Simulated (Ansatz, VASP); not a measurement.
**Two plane-wave programs on H**

The input INCAR:

```
PREC     = Accurate       # precision mode
ENCUT    = 520            # plane-wave cutoff, eV
EDIFF    = 1E-6           # SCF threshold, eV
ISMEAR   = 0              # smearing method
SIGMA    = 0.05           # smearing width, eV
LREAL    = F              # projectors in reciprocal space
LASPH    = T              # aspherical terms in the spheres
NELM     = 100            # most SCF steps
ALGO     = Normal         # electronic algorithm
ISIF     = 2              # what is computed and relaxed
LWAVE    = F              # write WAVECAR
LCHARG   = T              # write CHGCAR
LDIPOL   = T            
IDIPOL   = 3            
DIPOL    = 0.5 0.5 0.693
GGA      = PE             # functional
IVDW     = 12             # dispersion correction
LELF     = T              # ELF
LVHAR    = T            
LVACPOTAV= T            
NBANDS   = 8              # bands
```

File KPOINTS:

```
regular mesh
0
Gamma
  3 3 1
```

POSCAR

```
H
1.0
    5.9506164682      0.0000000000      0.0000000000
    0.0000000000      5.9506164682      0.0000000000
    0.0000000000      0.0000000000     24.3115818854
H
2
Direct
    0.0298024760     -0.0296240935      0.6948237093
   -0.0595744849      0.0595300528      0.6914882254
```

Input for Ansatz:

```yaml
crystal:
  lattice:
    - [5.9506164682, 0.0, 0.0]
    - [0.0, 5.9506164682, 0.0]
    - [0.0, 0.0, 24.3115818854]
  atoms:
    - { symbol: H, position: [0.029802476, -0.0296240935, 0.6948237093] }
    - { symbol: H, position: [-0.0595744849, 0.0595300528, 0.6914882254] }
basis:
  ecutwfc: 420
kpoints:
  mp_grid: { grid: [3, 3, 1] }
hamiltonian:
  xc: pbe
  dispersion: d3bj
scf:
  occupations: { method: gaussian, width: 0.05 }
output:
  forces: true
  eigenvalues: true
  write_density: true
  volumetric_format: npy
efield:
  axis: 3
  dipole_correction: true
  ramp_width: 0.04
```

Alike in both runs: task single point; functional PBE; dispersion D3(BJ); k mesh 3 × 3 × 1; occupations gaussian, width 0.05 eV; no spin polarisation.

|  | VASP | Ansatz |
| --- | --- | --- |
| version | VASP 6.6.1 | Ansatz 0.2.0 |
| potentials or method | VASP PAW PBE potentials, release 64 (H), cutoff 520 eV | scalar-relativistic, plane waves, PAW |
| valence electrons in the cell | 2 | 2 |

```csv
,VASP,Ansatz,Ansatz less VASP
gap on the k mesh at the Fermi level (eV),10.01,10.00,-0.003
rms of the force components (eV/Å),0.109,0.103,-0.0060
```

Atom by atom the forces differ by 0.006 eV/Å (rms over components).
